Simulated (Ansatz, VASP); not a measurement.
## Two plane-wave programs on Mg4Se

```
Mg Se
1.0
     5.11288    0.00000    0.00000
     0.00000    5.11288    0.00000
     0.00000    0.00000    5.11288
Mg Se
4 1
Direct
  0.29012 0.29012 0.29012
  0.70988 0.70988 0.29012
  0.29012 0.70988 0.70988
  0.70988 0.29012 0.70988
  0.00000 0.00000 0.00000
```

Change from the starting cell: species swapped into the SnI4 type (P-43m, No. 215).

Alike in both runs: functional PBE; k mesh 4 × 4 × 4; occupations gaussian, width 0.1 eV; no spin polarisation.

Ansatz relaxed the structure, and its values are those at the end. VASP's run is a single point on that final structure, the one shown.

|  | VASP | Ansatz |
| --- | --- | --- |
| version | VASP 6.6.1 | Ansatz 0.2.0 |
| potentials or method | VASP PAW PBE potentials, release 64 (Mg, Se), cutoff 520 eV | scalar-relativistic, plane waves, PAW |
| valence electrons in the cell | 14 | 56 |

```csv
,VASP,Ansatz,Ansatz less VASP
gap on the k mesh at the Fermi level (eV),none,none,-
pressure (GPa),0.0,0.1,+0.08
rms of the force components (eV/Å),0.012,0.009,-0.0031
```

A gap of «none» marks a metal or a gap that the smearing closes. VASP's potentials hold 14 valence electrons a cell and Ansatz's 56, so a difference there can come from the potentials and not from the codes.
